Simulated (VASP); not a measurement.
# BN (Fm-3m) in VASP: further runs

BN is run at these levels: r2SCAN; tasks: single point.

Everything below comes from runs of VASP 6.6.1. Logs are shortened: lines on timing, memory, paths and dates and some standing lists are left out, and cuts for length are marked.

## Step 1: The cell of the first run

Symmetry: Fm-3m, No. 225, cubic system. Conventional cell: a = 3.526 Å, b = 3.526 Å, c = 3.526 Å, α = 90.00°, β = 90.00°, γ = 90.00°. Within 2.3 Å of B (site symmetry m-3m) lie 6 N at 1.76 Å. N (site symmetry m-3m) has 6 B at 1.76 Å within 2.3 Å.

## Step 2: Single point, r2SCAN (volume changed by +3%)

File POSCAR:

```
BN
1.0
    0.0000000000      1.7631124812      1.7631124812
    1.7631124812      0.0000000000      1.7631124812
    1.7631124812      1.7631124812      0.0000000000
B N
1 1
Direct
    0.0000000000      0.0000000000      0.0000000000
    0.5000000000      0.5000000000      0.5000000000
```

File INCAR.step1:

```
PREC = Accurate
ENCUT = 520
ISMEAR = 0
SIGMA = 0.01
LREAL = F
LASPH = T
NELM = 100
NBANDS = 11
GGA = PE
ALGO = Normal
EDIFF = 1E-4
LWAVE = T
LCHARG = F
```

File INCAR.step2:

```
PREC = Accurate
ENCUT = 520
EDIFF = 1E-6
ISMEAR = 0
SIGMA = 0.01
LREAL = F
LASPH = T
NELM = 100
ALGO = Normal
ISIF = 2
LWAVE = F
LCHARG = F
METAGGA = R2SCAN
LMIXTAU = T
NBANDS = 11
ISTART = 1
```

File KPOINTS:

```
Automatic mesh
0
Gamma
  10 10 10
```

Potentials or basis: VASP PAW PBE potentials, release 64 (B, N).

On the command line:

```sh
cat potpaw_PBE.64/B/POTCAR potpaw_PBE.64/N/POTCAR > POTCAR
cp INCAR.step1 INCAR
mpirun -np 1 vasp_std > vasp.out
cp INCAR.step2 INCAR
mpirun -np 1 vasp_std > vasp.out
```

OUTCAR:

```text
PREC = Accurate
   ENCUT = 520
   EDIFF = 1E-6
   ISMEAR = 0
   LREAL = F
   LASPH = T
   NELM = 100
   ISIF = 2
   METAGGA = R2SCAN
   ISTART = 1

 ion  position               nearest neighbor table
   1  0.000  0.000  0.000-   2 1.76   2 1.76   2 1.76   2 1.76   2 1.76   2 1.76
   2  0.500  0.500  0.500-   1 1.76   1 1.76   1 1.76   1 1.76   1 1.76   1 1.76

  LATTYP: Found a face centered cubic cell.
 ALAT       =     3.5262249624

  Lattice vectors:

 A1 = (   0.0000000000,   1.7631124812,   1.7631124812)
 A2 = (   1.7631124812,   0.0000000000,   1.7631124812)
 A3 = (   1.7631124812,   1.7631124812,   0.0000000000)

Analysis of symmetry for initial positions (statically):
=====================================================================
 Subroutine PRICEL returns:
 Original cell was already a primitive cell.

 Routine SETGRP: Setting up the symmetry group for a
 face centered cubic supercell.

 Subroutine GETGRP returns: Found 48 space group operations
 (whereof 48 operations were pure point group operations)
 out of a pool of 48 trial point group operations.

The static configuration has the point symmetry O_h .

Analysis of symmetry for dynamics (positions and initial velocities):
=====================================================================
 Subroutine PRICEL returns:
 Original cell was already a primitive cell.

 Routine SETGRP: Setting up the symmetry group for a
 face centered cubic supercell.

 Subroutine GETGRP returns: Found 48 space group operations
 (whereof 48 operations were pure point group operations)
 out of a pool of 48 trial point group operations.

The dynamic configuration has the point symmetry O_h .

 Subroutine INISYM returns: Found 48 space group operations
 (whereof 48 operations are pure point group operations),
 and found     1 'primitive' translations

----------------------------------------------------------------------------------------

                                     Primitive cell

  volume of cell :      10.9615

  direct lattice vectors                    reciprocal lattice vectors
     0.000000000  1.763112481  1.763112481    -0.283589394  0.283589394  0.283589394
     1.763112481  0.000000000  1.763112481     0.283589394 -0.283589394  0.283589394
     1.763112481  1.763112481  0.000000000     0.283589394  0.283589394 -0.283589394

  length of vectors
     2.493417583  2.493417583  2.493417583     0.491191239  0.491191239  0.491191239

  position of ions in fractional coordinates (direct lattice)
     0.000000000  0.000000000  0.000000000
     0.500000000  0.500000000  0.500000000

  ion indices of the primitive-cell ions
   primitive index   ion index
                 1           1
                 2           2

----------------------------------------------------------------------------------------

 KPOINTS: Automatic mesh

Automatic generation of k-mesh.
 Grid dimensions read from file:
 generate k-points for:   10   10   10

 Generating k-lattice:

  Cartesian coordinates                     Fractional coordinates (reciprocal lattice)
    -0.028358939  0.028358939  0.028358939     0.100000000  0.000000000  0.000000000
     0.028358939 -0.028358939  0.028358939     0.000000000  0.100000000  0.000000000
     0.028358939  0.028358939 -0.028358939     0.000000000  0.000000000  0.100000000

  Length of vectors
     0.049119124  0.049119124  0.049119124

  Shift w.r.t. Gamma in fractional coordinates (k-lattice)
     0.000000000  0.000000000  0.000000000

 Subroutine IBZKPT returns following result:
 ===========================================

 Found     47 irreducible k-points:

 Following reciprocal coordinates:
            Coordinates               Weight
  0.000000  0.000000  0.000000      1.000000
  0.100000  0.000000  0.000000      8.000000
  0.200000  0.000000  0.000000      8.000000
  0.300000  0.000000  0.000000      8.000000
  0.400000  0.000000  0.000000      8.000000
  0.500000  0.000000  0.000000      4.000000
[... 16 lines left out ...]
  0.300000  0.300000  0.000000      6.000000
  0.400000  0.300000  0.000000     24.000000
 [... further k-points ...]
   k-points           NKPTS =     47   k-points in BZ     NKDIM =     47   number of bands    NBANDS=     11
   number of dos      NEDOS =    301   number of ions     NIONS =      2
   total plane-waves  NPLWV =   8000
   dimension x,y,z NGX =    20 NGY =   20 NGZ =   20
   dimension x,y,z NGXF=    40 NGYF=   40 NGZF=   40
   ions per type =               1   1
   NGX,Y,Z   is equivalent  to a cutoff of  13.33, 13.33, 13.33 a.u.
   NGXF,Y,Z  is equivalent  to a cutoff of  26.67, 26.67, 26.67 a.u.
 SYSTEM =  unknown system
   PREC   = accura    normal or accurate (medium, high low for compatibility)
   ISTART =      1    job   : 0-new  1-cont  2-samecut
   ICHARG =      0    charge: 1-file 2-atom 10-const
   ISPIN  =      1    spin polarized calculation?
   LNONCOLLINEAR =      F non collinear calculations
   LSORBIT =      F    spin-orbit coupling
   LASPH  =      T    aspherical Exc in radial PAW
   ENCUT  =  520.0 eV  38.22 Ry    6.18 a.u.   4.64  4.64  4.64*2*pi/ulx,y,z
   NELM   =    100;   NELMIN=  2; NELMDL=  0     # of ELM steps
   EDIFF  = 0.1E-05   stopping-criterion for ELM
   LREAL  =      F    real-space projection
   EDIFFG = 0.1E-04   stopping-criterion for IOM
   NSW    =      0    number of steps for IOM
   IBRION =     -1    ionic relax: 0-MD 1-quasi-New 2-CG
   NFREE  =      0    steps in history (QN), initial steepest desc. (CG)
   ISIF   =      2    stress and relaxation
   ISYM   =      2    0-nonsym 1-usesym 2-fastsym
   POTIM  = 0.5000    time-step for ionic-motion
   TEBEG  =    0.0;   TEEND  =   0.0 temperature during run
   PSTRESS=    0.0 pullay stress
   NELECT =       8.0000    total number of electrons
   NUPDOWN=      -1.0000    fix difference up-down
   EMIN   =  10.00;   EMAX   =-10.00  energy-range for DOS
   EFERMI =   0.00;   METHOD = LEGACY
   ISMEAR =     0;   SIGMA  =   0.01  broadening in eV -4-tet -1-fermi 0-gaus
   EFERMI_NEDOS =   21; number of points for ismear=-14 and -15
   IALGO  =     38    algorithm
   IMIX   =      4    mixing-type and parameters
     AMIX     =   0.40;   BMIX     =  1.00
     AMIX_MAG =   1.60;   BMIX_MAG =  1.00
  volume/ion in A,a.u.               =       5.48        36.99
  Fermi-wavevector in a.u.,A,eV,Ry     =   1.473946  2.785353 29.558872  2.172516
  Thomas-Fermi vector in A             =   2.588777
   LORBIT       =      0    0 simple, 1 ext, 2 COOP (PROOUT), +10 PAW based schemes
   METAGGA = R2SCAN    functional components
   LHFCALC =     F    Hartree Fock is set to
   AEXX    =    0.0000 exact exchange contribution
   IVDW    =     0    specifies the selected vdW correction
   LEPSILON=     F    determine dielectric tensor
   LRPA    =     F    only Hartree local field effects (RPA)
 non-spin polarized calculation
 Gauss-broadening in eV      SIGMA  =   0.01
  energy-cutoff  :      520.00
  volume of cell :       10.96
 maximum number of plane-waves:       306
   NGX =  9   NGY =  9   NGZ =  9

 number of electron       7.9999999 magnetization

 Free energy of the ion-electron system (eV)
  ---------------------------------------------------
  ext. energy  EPLUGINS =         0.00000000
  ---------------------------------------------------
  free energy    TOTEN  =       -15.41979404 eV

  energy without entropy =      -15.41979404  energy(sigma->0) =      -15.41979404

 E-fermi :   9.8784     XC(G=0): -14.5403

 val. band max:        9.8161128338   @ k =  -0.2000   0.1000   0.0000
 cond. band min:      11.0571388534   @ k =   0.5000   0.5000   0.0000
 fundamental gap:      1.2410260196
 Fermi energy:         9.8783830952

 k-point     1 :       0.0000    0.0000    0.0000
  band No.  band energies     occupation
      1     -13.3487      2.00000
      2       9.0474      2.00000
      3       9.0474      2.00000
      4       9.0474      2.00000
      5      19.1331      0.00000
      6      22.7940      0.00000
      7      22.7940      0.00000
      8      22.7940      0.00000
      9      29.1883      0.00000
     10      29.1883      0.00000
     11      29.1883      0.00000

 k-point     2 :       0.1000    0.0000    0.0000
  band No.  band energies     occupation
      1     -13.0613      2.00000
      2       7.8037      2.00000
      3       9.0242      2.00000
      4       9.0242      2.00000
      5      19.5150      0.00000
      6      21.8030      0.00000
      7      21.8030      0.00000
      8      22.5455      0.00000
      9      28.6363      0.00000
     10      29.9170      0.00000
     11      29.9170      0.00000

 k-point     3 :       0.2000    0.0000    0.0000
  band No.  band energies     occupation
      1     -12.2108      2.00000
      2       4.9380      2.00000
      3       8.9995      2.00000
      4       8.9995      2.00000
      5      19.3968      0.00000
      6      19.7331      0.00000
      7      19.7331      0.00000
      8      22.7394      0.00000
      9      28.7871      0.00000
     10      31.9521      0.00000
     11      31.9521      0.00000

 k-point     4 :       0.3000    0.0000    0.0000
  band No.  band energies     occupation
      1     -10.8501      2.00000
      2       1.6108      2.00000
      3       9.0481      2.00000
      4       9.0481      2.00000
      5      17.6773      0.00000
      6      17.6774      0.00000
      7      18.5269      0.00000
      8      23.4753      0.00000
      9      30.2179      0.00000
     10      35.0948      0.00000
     11      35.0948      0.00000
[... 239 lines left out ...]
 k-point    22 :      -0.2000    0.2000    0.0000
  band No.  band energies     occupation
      1     -10.3789      2.00000
      2       2.9137      2.00000
      3       4.4732      2.00000
      4       9.7554      2.00000
      5      16.6165      0.00000
      6      17.4429      0.00000
      7      22.1945      0.00000
      8      23.1302      0.00000
      9      29.5669      0.00000
     10      33.2040      0.00000
     11      39.7358      0.00000

 k-point    23 :       0.3000    0.3000    0.0000
  band No.  band energies     occupation
      1      -9.9431      2.00000
      2       4.1164      2.00000
      3       5.5606      2.00000
      4       5.5606      2.00000
      5      12.8163      0.00000
      6      21.5108      0.00000
      7      24.0856      0.00000
      8      24.0856      0.00000
      9      24.0894      0.00000
     10      41.7637      0.00000
     11      42.0146      0.00000

 k-point    24 :       0.4000    0.3000    0.0000
  band No.  band energies     occupation
      1      -8.6088      2.00000
      2       1.9312      2.00000
      3       4.5723      2.00000
      4       5.1927      2.00000
      5      12.4949      0.00000
      6      21.4020      0.00000
      7      23.7747      0.00000
      8      24.2270      0.00000
      9      25.4970      0.00000
     10      43.3989      0.00000
     11      43.8347      0.00000

 [... further k-points ...]

------------------------ aborting loop because EDIFF is reached ----------------------------------------

  FORCE on cell =-STRESS in cart. coord.  units (eV):
  Direction    XX          YY          ZZ          XY          YZ          ZX
  --------------------------------------------------------------------------------------
  -------------------------------------------------------------------------------------
  Total       -0.7341251     -0.7341251     -0.7341251     -0.0000000      0.0000000      0.0000000
  in kB     -107.3026836   -107.3026836   -107.3026836     -0.0000000      0.0000000      0.0000000
  external PRESSURE =    -107.3026836 kB  Pullay stress =       0.0000000 kB

 VOLUME and BASIS-vectors are now :
 -----------------------------------------------------------------------------
  energy-cutoff  :      520.00
  volume of cell :       10.96
      direct lattice vectors                 reciprocal lattice vectors
     0.000000000  1.763112481  1.763112481    -0.283589394  0.283589394  0.283589394
     1.763112481  0.000000000  1.763112481     0.283589394 -0.283589394  0.283589394
     1.763112481  1.763112481  0.000000000     0.283589394  0.283589394 -0.283589394

 POSITION                                       TOTAL-FORCE (eV/Angst)
 -----------------------------------------------------------------------------------
      0.00000      0.00000      0.00000        -0.000000      0.000000     -0.000000
      1.76311      1.76311      1.76311         0.000000     -0.000000      0.000000
 -----------------------------------------------------------------------------------
    total drift:                                0.000000      0.000000      0.000000

  FREE ENERGIE OF THE ION-ELECTRON SYSTEM (eV)
  ---------------------------------------------------
  free  energy   TOTEN  =       -15.4197940407 eV

  energy  without entropy=      -15.4197940407  energy(sigma->0) =      -15.41979404
```

Run time: 18 s. Hardware: 1 thread of Intel Xeon Platinum 8488C (Sapphire Rapids), shared host; peak memory 0.12 GiB.

What came out:

```
Free energy            : -15.4198 eV
Pressure               : -10.7 GPa
Band gap on the k mesh : 1.24 eV, indirect (least direct gap 6.40 eV)
```

Caveat: the cell differs from its parent crystal (volume changed by +3%); the PAW data sets were made with another functional, which shifts forces and pressure a little. A k mesh can miss the band edges.

## Step 3: Single point, r2SCAN (volume changed by +6%)

File POSCAR:

```
BN
1.0
    0.0000000000      1.7800665258      1.7800665258
    1.7800665258      0.0000000000      1.7800665258
    1.7800665258      1.7800665258      0.0000000000
B N
1 1
Direct
    0.0000000000      0.0000000000      0.0000000000
    0.5000000000      0.5000000000      0.5000000000
```

INCAR.step1, as its differences from that of step 2:

```diff
@@ -6,3 +6,3 @@
 LASPH = T
-NELM = 100
+NELM = 80
 NBANDS = 11
```

File INCAR.step2:

```
PREC = Accurate
ENCUT = 520
EDIFF = 1E-7
ISMEAR = 0
SIGMA = 0.01
LREAL = F
LASPH = T
NELM = 80
ALGO = Normal
ISIF = 2
LWAVE = F
LCHARG = T
METAGGA = R2SCAN
LMIXTAU = T
LELF = T
LVHAR = T
NBANDS = 11
ISTART = 1
```

File KPOINTS:

```
regular mesh
0
Gamma
  10 10 10
```

Potentials or basis: VASP PAW PBE potentials, release 64 (B, N).

On the command line:

```sh
cat potpaw_PBE.64/B/POTCAR potpaw_PBE.64/N/POTCAR > POTCAR
cp INCAR.step1 INCAR
mpirun -np 1 vasp_std > vasp.out
cp INCAR.step2 INCAR
mpirun -np 1 vasp_std > vasp.out
```

It took 23 s on 1 thread of Intel Xeon Platinum 8488C (Sapphire Rapids), shared host; peak memory 0.12 GiB.

Results (log left out):

```yaml
Free_energy: -15.3895 eV
Pressure: -20.4 GPa
Band_gap_on_the_k_mesh: 1.02 eV, indirect (least direct gap 6.29 eV)
```

Levels at points of the mesh, in eV from the valence-band top:
```csv
k point,band 1,band 2,band 3,band 4,band 5,band 6,band 7,band 8,band 9
"(0.00, 0.00, 0.00)",-22.77,-0.76,-0.76,-0.76,8.71,12.67,12.67,12.67,19.22
"(0.50, 0.00, 0.00)",-17.70,-12.46,-0.54,-0.54,5.75,5.75,7.50,13.77,23.70
"(0.50, 0.50, 0.00)",-15.13,-11.52,-5.44,-5.44,1.02,9.80,15.18,15.18,16.82
```

Caveat: the cell differs from its parent crystal (volume changed by +6%); the PAW data sets were made with another functional, which shifts forces and pressure a little. A k mesh can miss the band edges.

## Step 4: Single point, r2SCAN

This run uses another cell than the first one, of 5.32 Å³/atom, 0.971 times its volume.

File POSCAR:

```
BN
1.0
    0.0000000000      1.7458259515      1.7458259515
    1.7458259515      0.0000000000      1.7458259515
    1.7458259515      1.7458259515      0.0000000000
B N
1 1
Direct
    0.0000000000      0.0000000000      0.0000000000
    0.5000000000      0.5000000000      0.5000000000
```

File INCAR.step1:

```
SYSTEM = BN
ALGO = Normal
EDIFF = 1E-4
ENCUT = 520
GGA = PE
ISMEAR = 0
LASPH = .True.
LCHARG = .False.
LREAL = .False.
LWAVE = .True.
NBANDS = 11
NELM = 60
PREC = Accurate
SIGMA = 0.01
```

File INCAR.step2:

```
SYSTEM = BN
ALGO = Normal
EDIFF = 1E-6
ENCUT = 520
ISIF = 2
ISMEAR = 0
ISTART = 1
LASPH = .True.
LCHARG = .False.
LMIXTAU = .True.
LREAL = .False.
LWAVE = .False.
METAGGA = R2SCAN
NBANDS = 11
NELM = 60
PREC = Accurate
SIGMA = 0.01
```

File KPOINTS:

```
k-points
0
Gamma
  12 12 12
  0 0 0
```

On the command line:

```sh
cat potpaw_PBE.64/B/POTCAR potpaw_PBE.64/N/POTCAR > POTCAR
cp INCAR.step1 INCAR
mpirun -np 1 vasp_std > vasp.out
cp INCAR.step2 INCAR
mpirun -np 1 vasp_std > vasp.out
```

Wall time 21 s (1 thread of Intel Xeon Platinum 8488C (Sapphire Rapids), shared host); peak memory 0.11 GiB.

The run converged. Its results:

- Free energy: -15.4297 eV
- Pressure: 0.4 GPa
- Band gap on the k mesh: 1.33 eV, indirect (least direct gap 6.51 eV)

Levels at points of the mesh, in eV from the valence-band top:
```csv
k point,band 2,band 3,band 4,band 5,band 6,band 7
"(0.00, 0.00, 0.00)",-0.92,-0.92,-0.92,9.82,13.15,13.15
"(0.50, 0.00, 0.00)",-13.17,-0.74,-0.74,5.77,5.77,7.93
"(0.50, 0.50, 0.00)",-12.34,-5.91,-5.91,1.33,9.59,15.87
```

Caveat: the PAW data sets were made with another functional, which shifts forces and pressure a little. A k mesh can miss the band edges.

## Step 5: Summary

```csv
cell,k mesh,gap on the mesh (eV),pressure (GPa)
"a = 2.493 Å, angles 60.0°, 2 atoms",10 × 10 × 10,1.24,-10.7
"a = 2.517 Å, angles 60.0°, 2 atoms",10 × 10 × 10,1.02,-20.4
"a = 2.469 Å, angles 60.0°, 2 atoms",12 × 12 × 12,1.33,0.4
```

Alike in all rows: task single point; level r2SCAN; potentials or basis VASP PAW PBE potentials, release 64 (B, N); no spin polarisation; cutoff (eV) 520; smearing gaussian 0.01 eV.

Caveats: the PAW data sets were made with another functional, which shifts forces and pressure a little.

Absolute energies hang on the potentials; compare differences alone.
